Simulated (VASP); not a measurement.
# P (Cmce) in VASP: notebook

Runs on P. Level: r2SCAN. Tasks: single point.

All numbers are computed with VASP 6.6.1; they aren't measurements. Logs are shortened: lines on timing, memory, paths and dates and some standing lists are left out, and cuts for length are marked.

## Step 1: The cell of the first run

Symmetry: Cmce, No. 64, orthorhombic system. The conventional cell has a = 3.317 Å, b = 11.002 Å, c = 4.574 Å, α = 90.00°, β = 90.00°, γ = 90.00°. Within 2.9 Å of P (site symmetry m) lie 3 P at 2.22 to 2.26 Å.

## Step 2: Single point, r2SCAN

File POSCAR:

```
P
1.0
    1.6586556482     -5.5012310827      0.0000000000
    1.6586556482      5.5012310827      0.0000000000
    0.0000000000      0.0000000000      4.5737267689
P
4
Direct
    0.9041431300      0.0958568700      0.5888151700
    0.0958568700      0.9041431300      0.4111848300
    0.5958568700      0.4041431300      0.0888151700
    0.4041431300      0.5958568700      0.9111848300
```

File INCAR.step1:

```
ALGO = Normal
EDIFF = 1E-4
ENCUT = 520
GGA = PE
ISMEAR = -1
LASPH = T
LCHARG = F
LREAL = F
LWAVE = T
NBANDS = 18
NELM = 60
PREC = Accurate
SIGMA = 0.05
```

File INCAR.step2:

```
ALGO = Normal
EDIFF = 1E-6
ENCUT = 520
ISIF = 2
ISMEAR = -1
ISTART = 1
LASPH = T
LCHARG = F
LMIXTAU = T
LREAL = F
LWAVE = F
METAGGA = R2SCAN
NBANDS = 18
NELM = 60
PREC = Accurate
SIGMA = 0.05
```

File KPOINTS:

```
k-points
0
Gamma
  8 8 6
```

Potentials or basis: VASP PAW PBE potentials, release 64 (P).

Launch:

```console
> cat potpaw_PBE.64/P/POTCAR > POTCAR
> cp INCAR.step1 INCAR
> mpirun -np 1 vasp_std > vasp.out
> cp INCAR.step2 INCAR
> mpirun -np 1 vasp_std > vasp.out
```

OUTCAR:

```text
EDIFF = 1E-6
   ENCUT = 520
   ISIF = 2
   ISMEAR = -1
   ISTART = 1
   LASPH = T
   LREAL = F
   METAGGA = R2SCAN
   NELM = 60
   PREC = Accurate

 ion  position               nearest neighbor table
   1  0.904  0.096  0.589-   4 2.22   4 2.22   2 2.26
   2  0.096  0.904  0.411-   3 2.22   3 2.22   1 2.26
   3  0.596  0.404  0.089-   2 2.22   2 2.22   4 2.26
   4  0.404  0.596  0.911-   1 2.22   1 2.22   3 2.26

  LATTYP: Found a base centered orthorhombic cell.
 ALAT       =     3.3173112964
 B/A-ratio  =     3.3166806436
 C/A-ratio  =     1.3787451223

  Lattice vectors:

 A1 = (   1.6586556482,  -5.5012310827,   0.0000000000)
 A2 = (   1.6586556482,   5.5012310827,   0.0000000000)
 A3 = (   0.0000000000,   0.0000000000,   4.5737267689)

Analysis of symmetry for initial positions (statically):
=====================================================================
 Subroutine PRICEL returns:
 Original cell was already a primitive cell.

 Routine SETGRP: Setting up the symmetry group for a
 base centered orthorhombic supercell.

 Subroutine GETGRP returns: Found  8 space group operations
 (whereof  4 operations were pure point group operations)
 out of a pool of  8 trial point group operations.

The static configuration has the point symmetry C_2h.
 The point group associated with its full space group is D_2h.

Analysis of symmetry for dynamics (positions and initial velocities):
=====================================================================
 Subroutine PRICEL returns:
 Original cell was already a primitive cell.

 Routine SETGRP: Setting up the symmetry group for a
 base centered orthorhombic supercell.

 Subroutine GETGRP returns: Found  8 space group operations
 (whereof  4 operations were pure point group operations)
 out of a pool of  8 trial point group operations.

The dynamic configuration has the point symmetry C_2h.
 The point group associated with its full space group is D_2h.

 Subroutine INISYM returns: Found  8 space group operations
 (whereof  4 operations are pure point group operations),
 and found     1 'primitive' translations

----------------------------------------------------------------------------------------

                                     Primitive cell

  volume of cell :      83.4673

  direct lattice vectors                    reciprocal lattice vectors
     1.658655648 -5.501231083  0.000000000     0.301448948 -0.090888747  0.000000000
     1.658655648  5.501231083  0.000000000     0.301448948  0.090888747  0.000000000
     0.000000000  0.000000000  4.573726769     0.000000000  0.000000000  0.218640083

  length of vectors
     5.745840407  5.745840407  4.573726769     0.314852716  0.314852716  0.218640083

  position of ions in fractional coordinates (direct lattice)
     0.904143130  0.095856870  0.588815170
     0.095856870  0.904143130  0.411184830
     0.595856870  0.404143130  0.088815170
     0.404143130  0.595856870  0.911184830

  ion indices of the primitive-cell ions
   primitive index   ion index
                 1           1
                 2           2
                 3           3
                 4           4

----------------------------------------------------------------------------------------

 KPOINTS: k-points

Automatic generation of k-mesh.
 Grid dimensions read from file:
 generate k-points for:    8    8    6

 Generating k-lattice:

  Cartesian coordinates                     Fractional coordinates (reciprocal lattice)
     0.037681118 -0.011361093  0.000000000     0.125000000  0.000000000  0.000000000
     0.037681118  0.011361093  0.000000000     0.000000000  0.125000000  0.000000000
     0.000000000  0.000000000  0.036440014     0.000000000  0.000000000  0.166666667

  Length of vectors
     0.039356589  0.039356589  0.036440014

  Shift w.r.t. Gamma in fractional coordinates (k-lattice)
     0.000000000  0.000000000  0.000000000

 Subroutine IBZKPT returns following result:
 ===========================================

 Found     84 irreducible k-points:

 Following reciprocal coordinates:
            Coordinates               Weight
  0.000000  0.000000  0.000000      1.000000
  0.125000  0.000000  0.000000      4.000000
  0.250000  0.000000  0.000000      4.000000
  0.375000  0.000000  0.000000      4.000000
  0.500000  0.000000  0.000000      2.000000
  0.125000  0.125000  0.000000      2.000000
[... 16 lines left out ...]
  0.125000  0.000000  0.166667      8.000000
  0.250000  0.000000  0.166667      8.000000
 [... further k-points ...]
   k-points           NKPTS =     84   k-points in BZ     NKDIM =     84   number of bands    NBANDS=     18
   number of dos      NEDOS =    301   number of ions     NIONS =      4
   total plane-waves  NPLWV =  82944
   dimension x,y,z NGX =    48 NGY =   48 NGZ =   36
   dimension x,y,z NGXF=    96 NGYF=   96 NGZF=   72
   ions per type =               4
   NGX,Y,Z   is equivalent  to a cutoff of  13.89, 13.89, 13.09 a.u.
   NGXF,Y,Z  is equivalent  to a cutoff of  27.78, 27.78, 26.17 a.u.
 SYSTEM =  unknown system
   PREC   = accura    normal or accurate (medium, high low for compatibility)
   ISTART =      1    job   : 0-new  1-cont  2-samecut
   ICHARG =      0    charge: 1-file 2-atom 10-const
   ISPIN  =      1    spin polarized calculation?
   LNONCOLLINEAR =      F non collinear calculations
   LSORBIT =      F    spin-orbit coupling
   LASPH  =      T    aspherical Exc in radial PAW
   ENCUT  =  520.0 eV  38.22 Ry    6.18 a.u.  10.68 10.68  8.50*2*pi/ulx,y,z
   NELM   =     60;   NELMIN=  2; NELMDL=  0     # of ELM steps
   EDIFF  = 0.1E-05   stopping-criterion for ELM
   LREAL  =      F    real-space projection
   EDIFFG = 0.1E-04   stopping-criterion for IOM
   NSW    =      0    number of steps for IOM
   IBRION =     -1    ionic relax: 0-MD 1-quasi-New 2-CG
   NFREE  =      0    steps in history (QN), initial steepest desc. (CG)
   ISIF   =      2    stress and relaxation
   ISYM   =      2    0-nonsym 1-usesym 2-fastsym
   POTIM  = 0.5000    time-step for ionic-motion
   TEBEG  =    0.0;   TEEND  =   0.0 temperature during run
   PSTRESS=    0.0 pullay stress
   NELECT =      20.0000    total number of electrons
   NUPDOWN=      -1.0000    fix difference up-down
   EMIN   =  10.00;   EMAX   =-10.00  energy-range for DOS
   EFERMI =   0.00;   METHOD = LEGACY
   ISMEAR =    -1;   SIGMA  =   0.05  broadening in eV -4-tet -1-fermi 0-gaus
   EFERMI_NEDOS =   21; number of points for ismear=-14 and -15
   IALGO  =     38    algorithm
   IMIX   =      4    mixing-type and parameters
     AMIX     =   0.40;   BMIX     =  1.00
     AMIX_MAG =   1.60;   BMIX_MAG =  1.00
  volume/ion in A,a.u.               =      20.87       140.82
  Fermi-wavevector in a.u.,A,eV,Ry     =   1.016825  1.921520 14.067503  1.033932
  Thomas-Fermi vector in A             =   2.150190
   LORBIT       =      0    0 simple, 1 ext, 2 COOP (PROOUT), +10 PAW based schemes
   METAGGA = R2SCAN    functional components
   LHFCALC =     F    Hartree Fock is set to
   AEXX    =    0.0000 exact exchange contribution
   IVDW    =     0    specifies the selected vdW correction
   LEPSILON=     F    determine dielectric tensor
   LRPA    =     F    only Hartree local field effects (RPA)
 non-spin polarized calculation
  energy-cutoff  :      520.00
  volume of cell :       83.47
 maximum number of plane-waves:      2263
 NGX is ok and might be reduce to    48
   NGX = 21   NGY = 21   NGZ = 17

 number of electron      20.0000000 magnetization

 Free energy of the ion-electron system (eV)
  ---------------------------------------------------
  ext. energy  EPLUGINS =         0.00000000
  ---------------------------------------------------
  free energy    TOTEN  =       -35.91427183 eV

  energy without entropy =      -35.91415196  energy(sigma->0) =      -35.91421190

 E-fermi :   5.7126     XC(G=0):  -9.7763

 val. band max:        5.5651578368   @ k =   0.5000   0.5000   0.0000
 cond. band min:       5.8594701858   @ k =   0.5000   0.5000   0.0000
 fundamental gap:      0.2943123490
 Fermi energy:         5.7125573351

 k-point     1 :       0.0000    0.0000    0.0000
  band No.  band energies     occupation
      1     -10.8575      2.00000
      2      -8.0364      2.00000
      3      -4.6295      2.00000
      4      -1.3925      2.00000
      5       0.4245      2.00000
      6       0.5953      2.00000
[... 10 lines left out ...]
     17      12.9695      0.00000
     18      13.3820      0.00000

 k-point     2 :       0.1250    0.0000    0.0000
  band No.  band energies     occupation
      1     -10.6591      2.00000
      2      -7.8458      2.00000
      3      -4.7268      2.00000
      4      -1.2215      2.00000
      5       0.0224      2.00000
      6       0.4194      2.00000
[... 10 lines left out ...]
     17      11.8409      0.00000
     18      12.9419      0.00000

 k-point     3 :       0.2500    0.0000    0.0000
  band No.  band energies     occupation
      1     -10.0711      2.00000
      2      -7.2748      2.00000
      3      -5.2631      2.00000
      4      -1.5150      2.00000
      5      -0.7511      2.00000
      6      -0.6097      2.00000
[... 10 lines left out ...]
     17      11.4397      0.00000
     18      12.7686      0.00000

 k-point     4 :       0.3750    0.0000    0.0000
  band No.  band energies     occupation
      1      -9.1181      2.00000
      2      -6.4495      2.00000
      3      -6.3272      2.00000
      4      -3.3697      2.00000
      5      -0.6806      2.00000
      6      -0.2099      2.00000
[... 375 lines left out ...]
      4      -1.7054      2.00000
      5       0.1480      2.00000
      6       1.1443      2.00000
[... 10 lines left out ...]
     17      13.2409      0.00000
     18      13.6725      0.00000

 k-point    23 :       0.1250    0.0000    0.1667
  band No.  band energies     occupation
      1     -10.5151      2.00000
      2      -8.0916      2.00000
      3      -4.6405      2.00000
      4      -1.6227      2.00000
      5       0.0417      2.00000
      6       0.2652      2.00000
[... 10 lines left out ...]
     17      12.5959      0.00000
     18      13.0857      0.00000

 k-point    24 :       0.2500    0.0000    0.1667
  band No.  band energies     occupation
      1      -9.9313      2.00000
      2      -7.5489      2.00000
      3      -5.0468      2.00000
      4      -1.9624      2.00000
      5      -0.8613      2.00000
      6      -0.4493      2.00000
[... 10 lines left out ...]
     17      11.4966      0.00000
     18      12.8181      0.00000

 [... further k-points ...]
[... 5 lines left out ...]
  --------------------------------------------------------------------------------------
  -------------------------------------------------------------------------------------
  Total       -0.9928186     -0.5507936     -0.7357052      0.0000000      0.0000000      0.0000000
  in kB      -19.0574213    -10.5726328    -14.1220600      0.0000000      0.0000000      0.0000000
  external PRESSURE =     -14.5840381 kB  Pullay stress =       0.0000000 kB

 VOLUME and BASIS-vectors are now :
 -----------------------------------------------------------------------------
  energy-cutoff  :      520.00
  volume of cell :       83.47
      direct lattice vectors                 reciprocal lattice vectors
     1.658655648 -5.501231083  0.000000000     0.301448948 -0.090888747  0.000000000
     1.658655648  5.501231083  0.000000000     0.301448948  0.090888747  0.000000000
     0.000000000  0.000000000  4.573726769     0.000000000  0.000000000  0.218640083

 POSITION                                       TOTAL-FORCE (eV/Angst)
 -----------------------------------------------------------------------------------
      1.65866     -4.44657      2.69308         0.000000     -0.133378      0.104693
      1.65866      4.44657      1.88065         0.000000      0.133378     -0.104693
      1.65866     -1.05466      0.40622         0.000000      0.133378      0.104693
      1.65866      1.05466      4.16751         0.000000     -0.133378     -0.104693
 -----------------------------------------------------------------------------------
    total drift:                                0.000000     -0.000000     -0.000000

  FREE ENERGIE OF THE ION-ELECTRON SYSTEM (eV)
  ---------------------------------------------------
  free  energy   TOTEN  =       -35.9142718330 eV

  energy  without entropy=      -35.9141519596  energy(sigma->0) =      -35.91421190
```

Wall time 5.9 min (1 thread of AMD EPYC 9R45 (Zen 5), shared host); peak memory 0.3 GiB.

Results:

| Property | Result |
| --- | --- |
| Free energy | -35.9143 eV |
| Pressure | -1.5 GPa |
| Largest force | 0.170 eV/Å |
| Band gap on the k mesh | 0.29 eV |

Forces in eV/Å, atoms in the order of the input:
```
P    0.000 -0.133  0.105
P    0.000  0.133 -0.105
P    0.000  0.133  0.105
P    0.000 -0.133 -0.105
```

Levels at points of the mesh, in eV from the valence-band top:
| k point | band 6 | band 7 | band 8 | band 9 | band 10 | band 11 | band 12 | band 13 | band 14 | band 15 |
| --- | --- | --- | --- | --- | --- | --- | --- | --- | --- | --- |
| (0.00, 0.00, 0.00) | -4.97 | -4.25 | -2.83 | -2.72 | -1.24 | 0.73 | 1.29 | 2.13 | 2.97 | 5.63 |
| (0.50, 0.00, 0.00) | -5.80 | -3.51 | -3.51 | -2.69 | -2.69 | 0.89 | 0.89 | 1.71 | 1.71 | 3.56 |
| (0.50, 0.50, 0.00) | -5.68 | -4.35 | -2.56 | -1.62 | 0.00 | 0.29 | 1.05 | 2.34 | 2.86 | 5.53 |
| (0.00, 0.00, 0.50) | -4.48 | -3.45 | -3.45 | -1.72 | -1.72 | 1.66 | 1.66 | 3.08 | 3.08 | 4.81 |
| (0.50, 0.00, 0.50) | -5.85 | -5.42 | -5.42 | -1.88 | -1.88 | 1.89 | 1.89 | 3.64 | 3.64 | 5.31 |
| (0.50, 0.50, 0.50) | -3.47 | -2.89 | -2.89 | -2.03 | -2.03 | 1.64 | 1.64 | 2.82 | 2.82 | 3.33 |

Caveat: the PAW data sets were made with another functional, which shifts forces and pressure a little.

(Continued in part 2 of 2.)
